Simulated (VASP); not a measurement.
NbCrC3: relaxation of cell and atoms with PBE

NbCrC3:

```
Nb Cr C
1.0
     3.69691    0.00000    0.00000
    -1.84846    3.20162    0.00000
     0.00000    0.00000    4.22053
Nb Cr C
1 1 3
Direct
  0.33333 0.66667 0.50000
  0.00000 0.00000 0.00000
  0.00000 0.00000 0.50000
  0.33333 0.66667 0.00000
  0.66667 0.33333 0.00000
```

The cell was generated, and may not be a known phase.

| Quantity | Value |
| --- | --- |
| Program | VASP 6.6.1 |
| Task | relaxation of cell and atoms |
| Functional | PBE |
| Potentials or basis | VASP PAW PBE potentials, release 64 (Nb_sv, Cr_pv, C) |
| Cutoff | 600 eV |
| k mesh | 12 × 12 × 10 |
| Occupations | gaussian, width 0.1 eV |
| Spin | no spin polarisation |
| Dipole correction | no |
| Further INCAR settings | ALGO = Normal; EDIFF = 1e-07; IBRION = 2; EDIFFG = -0.01; NSW = 100; ISIF = 3 |

| Property | Result |
| --- | --- |
| Relaxed volume | 9.94 Å³/atom |
| Relaxed cell | a = 3.681 Å, b = 3.681 Å, c = 4.235 Å, α = 90.00°, β = 90.00°, γ = 120.00° |
| Space group after relaxing (to 0.1 Å) | P-6m2 (No. 187) |
| Energy gained by relaxing | 0.6 meV/atom |
| Ionic steps | 5 |
| Pressure after relaxing | 0.0 GPa |
| Band gap on the k mesh | zero (an odd number of electrons rules out a gap without spin polarisation) |

The path:
```csv
step,energy change (eV),largest force (eV/Å),pressure (GPa),volume (Å³)
1,0.0000,0.0000,-1.31,49.95
2,-0.0016,0.0000,1.63,49.36
3,-0.0028,0.0000,0.46,49.60
4,-0.0032,0.0000,-0.13,49.71
5,-0.0032,0.0000,-0.01,49.69
```

Final structure:
```
CELL_PARAMETERS angstrom
3.68061 0.00000 0.00000
-1.84031 3.18750 0.00000
0.00000 0.00000 4.23517
ATOMIC_POSITIONS crystal
Nb 0.33333 0.66667 0.50000
Cr 0.00000 0.00000 0.00000
C 0.00000 0.00000 0.50000
C 0.33333 0.66667 0.00000
C 0.66667 0.33333 0.00000
```

Levels at points of the mesh, in eV from the Fermi level:
| k point | band 15 | band 16 | band 17 | band 18 | band 19 | band 20 | band 21 | band 22 |
| --- | --- | --- | --- | --- | --- | --- | --- | --- |
| (0.00, 0.00, 0.00) | -4.40 | -1.46 | -1.46 | 0.30 | 0.52 | 1.17 | 1.17 | 1.74 |
| (0.50, 0.00, 0.00) | -2.80 | -2.18 | -1.93 | -1.71 | 0.21 | 0.77 | 1.32 | 1.68 |
| (0.00, 0.00, 0.50) | -4.82 | -4.28 | -0.33 | -0.15 | -0.15 | 0.15 | 0.15 | 2.86 |
| (0.50, 0.00, 0.50) | -3.13 | -3.11 | -1.82 | -0.61 | 0.33 | 0.92 | 1.85 | 2.19 |

It took 6.5 min on 1 thread of AMD EPYC 9R45 96-Core Processor (Zen 5) (shared host), peak memory 0.28 GiB.

Caveat: the run has no spin polarisation, though such a crystal can be magnetic. Spin polarisation is off, so any magnetic state and its effect on volume and gap are missing.
